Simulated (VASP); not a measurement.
# AlN (Imm2) in VASP: notebook

Runs on AlN. Level: PBE. Tasks: single point.

All numbers are computed with VASP 6.6.1; they aren't measurements. Logs are shortened: lines on timing, memory, paths and dates and some standing lists are left out, and cuts for length are marked.

**1. The cell of the first run**

It takes space group Imm2 (No. 44, orthorhombic). The conventional cell has a = 3.061 Å, b = 3.061 Å, c = 4.329 Å, α = 90.00°, β = 90.00°, γ = 90.00°. Within 2.4 Å of Al (site symmetry mm2) lie 4 N at 1.84 to 1.91 Å. N (site symmetry mm2) has 4 Al at 1.84 to 1.91 Å within 2.4 Å.

**2. Single point, PBE**

Contents of INCAR:

```
SYSTEM = AlN
PREC     = Accurate       ! precision mode
ENCUT    = 520            ! plane-wave cutoff, eV
EDIFF    = 1E-7           ! SCF threshold, eV
ISMEAR   = 0              ! smearing method
SIGMA    = 0.05           ! smearing width, eV
LREAL    = .False.        ! projectors in reciprocal space
LASPH    = .True.         ! aspherical terms in the spheres
NELM     = 100            ! most SCF steps
ALGO     = Normal         ! electronic algorithm
ISIF     = 2              ! what is computed and relaxed
LWAVE    = .False.        ! write WAVECAR
LCHARG   = .False.        ! write CHGCAR
GGA      = PE             ! functional
NBANDS   = 11             ! bands
```

Contents of KPOINTS:

```
Automatic mesh
0
Gamma
  10 10 10
  0 0 0
```

Contents of POSCAR:

```
AlN
1.0
    0.0000000000      2.1644978747      2.1644978747
    2.1644978747      0.0000000000      2.1644978747
    2.1644978747      2.1644978747      0.0000000000
Al N
1 1
Direct
   -0.0045751888      0.0045751888      0.0045751888
    0.7588131387      0.7411868613      0.7411868613
```

Potentials or basis: VASP PAW PBE potentials, release 64 (Al, N).

Run with:

```bash
$ cat potpaw_PBE.64/Al/POTCAR potpaw_PBE.64/N/POTCAR > POTCAR
$ mpirun -np 1 vasp_std > vasp.out
```

OUTCAR:

```text
SYSTEM = AlN
   PREC = Accurate
   ENCUT = 520
   EDIFF = 1E-7
   ISMEAR = 0
   LREAL = .False.
   LASPH = .True.
   NELM = 100
   ISIF = 2
   GGA = PE

 ion  position               nearest neighbor table
   1  0.995  0.005  0.005-   2 1.84   2 1.84   2 1.91   2 1.91
   2  0.759  0.741  0.741-   1 1.84   1 1.84   1 1.91   1 1.91

  LATTYP: Found a face centered cubic cell.
 ALAT       =     4.3289957494

  Lattice vectors:

 A1 = (   0.0000000000,   2.1644978747,   2.1644978747)
 A2 = (   2.1644978747,   0.0000000000,   2.1644978747)
 A3 = (   2.1644978747,   2.1644978747,   0.0000000000)

Analysis of symmetry for initial positions (statically):
=====================================================================
 Subroutine PRICEL returns:
 Original cell was already a primitive cell.

 Routine SETGRP: Setting up the symmetry group for a
 face centered cubic supercell.

 Subroutine GETGRP returns: Found  4 space group operations
 (whereof  4 operations were pure point group operations)
 out of a pool of 48 trial point group operations.

The static configuration has the point symmetry C_2v.

Analysis of symmetry for dynamics (positions and initial velocities):
=====================================================================
 Subroutine PRICEL returns:
 Original cell was already a primitive cell.

 Routine SETGRP: Setting up the symmetry group for a
 face centered cubic supercell.

 Subroutine GETGRP returns: Found  4 space group operations
 (whereof  4 operations were pure point group operations)
 out of a pool of 48 trial point group operations.

The dynamic configuration has the point symmetry C_2v.

 Subroutine INISYM returns: Found  4 space group operations
 (whereof  4 operations are pure point group operations),
 and found     1 'primitive' translations

----------------------------------------------------------------------------------------

                                     Primitive cell

  volume of cell :      20.2816

  direct lattice vectors                    reciprocal lattice vectors
     0.000000000  2.164497875  2.164497875    -0.231000458  0.231000458  0.231000458
     2.164497875  0.000000000  2.164497875     0.231000458 -0.231000458  0.231000458
     2.164497875  2.164497875  0.000000000     0.231000458  0.231000458 -0.231000458

  length of vectors
     3.061062250  3.061062250  3.061062250     0.400104530  0.400104530  0.400104530

  position of ions in fractional coordinates (direct lattice)
     0.995424811  0.004575189  0.004575189
     0.758813139  0.741186861  0.741186861

  ion indices of the primitive-cell ions
   primitive index   ion index
                 1           1
                 2           2

----------------------------------------------------------------------------------------

 KPOINTS: Automatic mesh

Automatic generation of k-mesh.
 Grid dimensions read from file:
 generate k-points for:   10   10   10

 Generating k-lattice:

  Cartesian coordinates                     Fractional coordinates (reciprocal lattice)
    -0.023100046  0.023100046  0.023100046     0.100000000  0.000000000  0.000000000
     0.023100046 -0.023100046  0.023100046     0.000000000  0.100000000  0.000000000
     0.023100046  0.023100046 -0.023100046     0.000000000  0.000000000  0.100000000

  Length of vectors
     0.040010453  0.040010453  0.040010453

  Shift w.r.t. Gamma in fractional coordinates (k-lattice)
     0.000000000  0.000000000  0.000000000

 Subroutine IBZKPT returns following result:
 ===========================================

 Found    171 irreducible k-points:

 Following reciprocal coordinates:
            Coordinates               Weight
  0.000000  0.000000  0.000000      1.000000
  0.100000  0.000000  0.000000      4.000000
  0.000000  0.100000  0.000000      4.000000
  0.200000  0.000000  0.000000      4.000000
  0.000000  0.200000  0.000000      4.000000
  0.300000  0.000000  0.000000      4.000000
[... 16 lines left out ...]
  0.000000  0.400000  0.100000      4.000000
  0.100000  0.000000  0.400000      8.000000
 [... further k-points ...]
   k-points           NKPTS =    171   k-points in BZ     NKDIM =    171   number of bands    NBANDS=     11
   number of dos      NEDOS =    301   number of ions     NIONS =      2
   total plane-waves  NPLWV =  13824
   dimension x,y,z NGX =    24 NGY =   24 NGZ =   24
   dimension x,y,z NGXF=    48 NGYF=   48 NGZF=   48
   ions per type =               1   1
   NGX,Y,Z   is equivalent  to a cutoff of  13.03, 13.03, 13.03 a.u.
   NGXF,Y,Z  is equivalent  to a cutoff of  26.07, 26.07, 26.07 a.u.
 SYSTEM =  AlN
   PREC   = accura    normal or accurate (medium, high low for compatibility)
   ISTART =      0    job   : 0-new  1-cont  2-samecut
   ICHARG =      2    charge: 1-file 2-atom 10-const
   ISPIN  =      1    spin polarized calculation?
   LNONCOLLINEAR =      F non collinear calculations
   LSORBIT =      F    spin-orbit coupling
   LASPH  =      T    aspherical Exc in radial PAW
   ENCUT  =  520.0 eV  38.22 Ry    6.18 a.u.   5.69  5.69  5.69*2*pi/ulx,y,z
   NELM   =    100;   NELMIN=  2; NELMDL= -5     # of ELM steps
   EDIFF  = 0.1E-06   stopping-criterion for ELM
   LREAL  =      F    real-space projection
   EDIFFG = 0.1E-05   stopping-criterion for IOM
   NSW    =      0    number of steps for IOM
   IBRION =     -1    ionic relax: 0-MD 1-quasi-New 2-CG
   NFREE  =      0    steps in history (QN), initial steepest desc. (CG)
   ISIF   =      2    stress and relaxation
   ISYM   =      2    0-nonsym 1-usesym 2-fastsym
   POTIM  = 0.5000    time-step for ionic-motion
   TEBEG  =    0.0;   TEEND  =   0.0 temperature during run
   PSTRESS=    0.0 pullay stress
   NELECT =       8.0000    total number of electrons
   NUPDOWN=      -1.0000    fix difference up-down
   EMIN   =  10.00;   EMAX   =-10.00  energy-range for DOS
   EFERMI =   0.00;   METHOD = LEGACY
   ISMEAR =     0;   SIGMA  =   0.05  broadening in eV -4-tet -1-fermi 0-gaus
   EFERMI_NEDOS =   21; number of points for ismear=-14 and -15
   IALGO  =     38    algorithm
   IMIX   =      4    mixing-type and parameters
     AMIX     =   0.40;   BMIX     =  1.00
     AMIX_MAG =   1.60;   BMIX_MAG =  1.00
  volume/ion in A,a.u.               =      10.14        68.43
  Fermi-wavevector in a.u.,A,eV,Ry     =   1.200617  2.268836 19.612528  1.441480
  Thomas-Fermi vector in A             =   2.336448
   LORBIT       =      0    0 simple, 1 ext, 2 COOP (PROOUT), +10 PAW based schemes
   GGA     = PE    functional components
   LHFCALC =     F    Hartree Fock is set to
   AEXX    =    0.0000 exact exchange contribution
   IVDW    =     0    specifies the selected vdW correction
   LEPSILON=     F    determine dielectric tensor
   LRPA    =     F    only Hartree local field effects (RPA)
 non-spin polarized calculation
 Gauss-broadening in eV      SIGMA  =   0.05
  energy-cutoff  :      520.00
  volume of cell :       20.28
 maximum number of plane-waves:       568
   NGX = 11   NGY = 11   NGZ = 11

 number of electron       8.0000001 magnetization

 Free energy of the ion-electron system (eV)
  ---------------------------------------------------
  ext. energy  EPLUGINS =         0.00000000
  ---------------------------------------------------
  free energy    TOTEN  =       -14.78755236 eV

  energy without entropy =      -14.78755236  energy(sigma->0) =      -14.78755236

 E-fermi :   6.6620     XC(G=0): -11.0512

 val. band max:        6.3767299007   @ k =   0.0000   0.0000   0.0000
 cond. band min:       9.5547018900   @ k =   0.5000   0.5000   0.0000
 fundamental gap:      3.1779719893
 Fermi energy:         6.6619965806

 k-point     1 :       0.0000    0.0000    0.0000
  band No.  band energies     occupation
      1      -8.9131      2.00000
      2       6.0679      2.00000
      3       6.2283      2.00000
      4       6.3767      2.00000
      5      10.6544      0.00000
      6      19.0367      0.00000
      7      19.0608      0.00000
      8      19.0734      0.00000
      9      24.1044      0.00000
     10      24.1276      0.00000
     11      25.3616      0.00000

 k-point     2 :       0.1000    0.0000    0.0000
  band No.  band energies     occupation
      1      -8.7624      2.00000
      2       5.4887      2.00000
      3       6.0178      2.00000
      4       6.2324      2.00000
      5      11.3274      0.00000
      6      18.6319      0.00000
      7      19.1860      0.00000
      8      19.2101      0.00000
      9      22.8917      0.00000
     10      22.9131      0.00000
     11      24.6908      0.00000

 k-point     3 :       0.0000    0.1000    0.0000
  band No.  band energies     occupation
      1      -8.7616      2.00000
      2       5.3223      2.00000
      3       6.1320      2.00000
      4       6.3230      2.00000
      5      11.2882      0.00000
      6      18.6498      0.00000
      7      19.1745      0.00000
      8      19.2526      0.00000
      9      22.7862      0.00000
     10      22.8257      0.00000
     11      24.8826      0.00000

 k-point     4 :       0.2000    0.0000    0.0000
  band No.  band energies     occupation
      1      -8.3331      2.00000
      2       3.8458      2.00000
      3       5.8927      2.00000
      4       6.0962      2.00000
      5      12.4705      0.00000
      6      17.8364      0.00000
      7      19.0170      0.00000
      8      19.1259      0.00000
      9      22.3840      0.00000
     10      22.4690      0.00000
     11      23.8549      0.00000
[... 239 lines left out ...]
 k-point    22 :       0.4000    0.1000    0.0000
  band No.  band energies     occupation
      1      -7.1725      2.00000
      2       1.3157      2.00000
      3       5.3674      2.00000
      4       5.5837      2.00000
      5      13.7986      0.00000
      6      15.9549      0.00000
      7      18.1667      0.00000
      8      18.4369      0.00000
      9      23.0554      0.00000
     10      25.2941      0.00000
     11      26.2055      0.00000

 k-point    23 :       0.0000    0.4000    0.1000
  band No.  band energies     occupation
      1      -7.1634      2.00000
      2       1.2289      2.00000
      3       5.4431      2.00000
      4       5.6846      2.00000
      5      13.7316      0.00000
      6      15.9217      0.00000
      7      18.2388      0.00000
      8      18.4260      0.00000
      9      22.9668      0.00000
     10      25.3709      0.00000
     11      26.1156      0.00000

 k-point    24 :       0.1000    0.0000    0.4000
  band No.  band energies     occupation
      1      -7.1624      2.00000
      2       1.2208      2.00000
      3       5.5038      2.00000
      4       5.6412      2.00000
      5      13.7070      0.00000
      6      15.9615      0.00000
      7      18.1326      0.00000
      8      18.5404      0.00000
      9      22.8672      0.00000
     10      25.5112      0.00000
     11      25.9906      0.00000

 [... further k-points ...]

------------------------ aborting loop because EDIFF is reached ----------------------------------------

  FORCE on cell =-STRESS in cart. coord.  units (eV):
  Direction    XX          YY          ZZ          XY          YZ          ZX
  --------------------------------------------------------------------------------------
  -------------------------------------------------------------------------------------
  Total        1.3361406      1.4318343      1.4318343      0.0000000     -0.6291105      0.0000000
  in kB      105.5507361    113.1102259    113.1102259      0.0000000    -49.6976672      0.0000000
  external PRESSURE =     110.5903959 kB  Pullay stress =       0.0000000 kB

 VOLUME and BASIS-vectors are now :
 -----------------------------------------------------------------------------
  energy-cutoff  :      520.00
  volume of cell :       20.28
      direct lattice vectors                 reciprocal lattice vectors
     0.000000000  2.164497875  2.164497875    -0.231000458  0.231000458  0.231000458
     2.164497875  0.000000000  2.164497875     0.231000458 -0.231000458  0.231000458
     2.164497875  2.164497875  0.000000000     0.231000458  0.231000458 -0.231000458

 POSITION                                       TOTAL-FORCE (eV/Angst)
 -----------------------------------------------------------------------------------
      0.01981      2.16450      2.16450        -0.916196      0.000000      0.000000
      3.20859      3.24675      3.24675         0.916196      0.000000      0.000000
 -----------------------------------------------------------------------------------
    total drift:                                0.000096     -0.000000     -0.000000

  FREE ENERGIE OF THE ION-ELECTRON SYSTEM (eV)
  ---------------------------------------------------
  free  energy   TOTEN  =       -14.7875523585 eV

  energy  without entropy=      -14.7875523585  energy(sigma->0) =      -14.78755236
```

Run time: 9.8 s. Hardware: 1 thread of Intel Xeon 6975P-C (Granite Rapids), shared host; peak memory 0.15 GiB.

What came out:

```yaml
Free_energy: -14.7876 eV
Pressure: 11.1 GPa
Largest_force: 0.916 eV/Å
Band_gap_on_the_k_mesh: 3.18 eV, indirect (least direct gap 4.28 eV)
```

Forces in eV/Å, atoms in the order of the input:
```
Al  -0.916  0.000  0.000
N    0.916  0.000  0.000
```

Stress tensor (GPa, compression positive):
```
10.56  0.00  0.00
 0.00 11.31 -4.97
 0.00 -4.97 11.31
```

**3. Single point, PBE**

This run uses another cell than the first one, of 10.40 Å³/atom, 1.026 times its volume.

Contents of INCAR:

```
PREC = Accurate ; ENCUT = 520
EDIFF = 1E-7 ; ISMEAR = 0
SIGMA = 0.05 ; LREAL = F
LASPH = T ; NELM = 80
ALGO = Normal ; ISIF = 2
LWAVE = F ; LCHARG = F
GGA = PE ; NBANDS = 11
```

Contents of KPOINTS:

```
Automatic mesh
0
Gamma
  10 10 10
```

Contents of POSCAR:

```
AlN
1.0
    0.0000000000      2.1829884494      2.1829884494
    2.1829884494      0.0000000000      2.1829884494
    2.1829884494      2.1829884494      0.0000000000
Al N
1 1
Direct
   -0.0022875944      0.0022875944      0.0022875944
    0.7544065694      0.7455934306      0.7455934306
```

Potentials or basis: VASP PAW PBE potentials, release 64 (Al, N).

Run with:

```bash
$ cat potpaw_PBE.64/Al/POTCAR potpaw_PBE.64/N/POTCAR > POTCAR
$ mpirun -np 1 vasp_std > vasp.out
```

Wall time 9.8 s (1 thread of Intel Xeon 6975P-C (Granite Rapids), shared host); peak memory 0.15 GiB.

The run converged. Its results:

- Free energy: -14.8333 eV
- Pressure: 5.0 GPa
- Largest force: 0.431 eV/Å
- Band gap on the k mesh: 3.24 eV, indirect (least direct gap 4.13 eV)

Forces in eV/Å, atoms in the order of the input:
```
Al  -0.431  0.000  0.000
N    0.431  0.000  0.000
```

Stress tensor (GPa, compression positive):
```
 4.87  0.00  0.00
 0.00  5.04 -2.11
 0.00 -2.11  5.04
```

Levels at points of the mesh, in eV from the valence-band top:
| k point | band 2 | band 3 | band 4 | band 5 | band 6 | band 7 |
| --- | --- | --- | --- | --- | --- | --- |
| (0.00, 0.00, 0.00) | -0.15 | -0.08 | 0.00 | 4.13 | 12.49 | 12.50 |
| (0.50, 0.00, 0.00) | -5.91 | -0.63 | -0.53 | 7.33 | 9.81 | 11.04 |
| (0.00, 0.50, 0.00) | -5.96 | -0.58 | -0.49 | 7.30 | 9.78 | 11.05 |
| (0.50, 0.50, 0.00) | -4.98 | -1.85 | -1.85 | 3.24 | 8.54 | 13.89 |
| (0.00, 0.50, 0.50) | -4.98 | -1.91 | -1.80 | 3.24 | 8.55 | 13.89 |

**4. Single point, PBE**

This run uses another cell than the first one, of 10.40 Å³/atom, 1.026 times its volume.

Contents of INCAR:

```
ALGO = Normal
EDIFF = 1E-7
ENCUT = 520
GGA = PE
ISIF = 2
ISMEAR = 0
LASPH = T
LCHARG = F
LREAL = F
LWAVE = F
NBANDS = 11
NELM = 100
PREC = Accurate
SIGMA = 0.05
```

Contents of KPOINTS:

```
k-points
0
Gamma
  10 10 10
```

Contents of POSCAR:

```
AlN
1.0
    0.0000000000      2.1829884494      2.1829884494
    2.1829884494      0.0000000000      2.1829884494
    2.1829884494      2.1829884494      0.0000000000
Al N
1 1
Direct
   -0.0068627833      0.0068627833      0.0068627833
    0.7632197081      0.7367802919      0.7367802919
```

Run with:

```bash
$ cat potpaw_PBE.64/Al/POTCAR potpaw_PBE.64/N/POTCAR > POTCAR
$ mpirun -np 1 vasp_std > vasp.out
```

It took 10 s on 1 thread of Intel Xeon 6975P-C (Granite Rapids), shared host; peak memory 0.15 GiB.

It converged, with:

- Free energy: -14.7831 eV
- Pressure: 5.9 GPa
- Largest force: 1.283 eV/Å
- Band gap on the k mesh: 3.09 eV, indirect (least direct gap 3.97 eV)

Forces in eV/Å, atoms in the order of the input:
```
Al  -1.283  0.000  0.000
N    1.283  0.000  0.000
```

Stress tensor (GPa, compression positive):
```
 4.83  0.00  0.00
 0.00  6.36 -6.40
 0.00 -6.40  6.36
```

Levels at points of the mesh, in eV from the valence-band top:
```
           k point  band 1  band 2  band 3  band 4  band 5  band 6  band 7  band 8  band 9
(0.00, 0.00, 0.00)  -15.21   -0.46   -0.22    0.00    3.97   12.32   12.36   12.38   17.42
(0.50, 0.00, 0.00)  -13.18   -6.01   -0.92   -0.63    7.20    9.68   10.82   11.00   17.71
(0.00, 0.50, 0.00)  -13.15   -6.15   -0.76   -0.50    7.10    9.57   10.86   11.09   17.72
(0.50, 0.50, 0.00)  -12.53   -5.13   -1.99   -1.98    3.09    8.35   13.70   15.55   15.57
(0.00, 0.50, 0.50)  -12.53   -5.13   -2.17   -1.84    3.10    8.41   13.70   15.48   15.57
```

Caveat: forces of over 1 eV/Å act on the atoms, so gaps and moduli don't describe the material at rest.

[end of part 1 of 2]
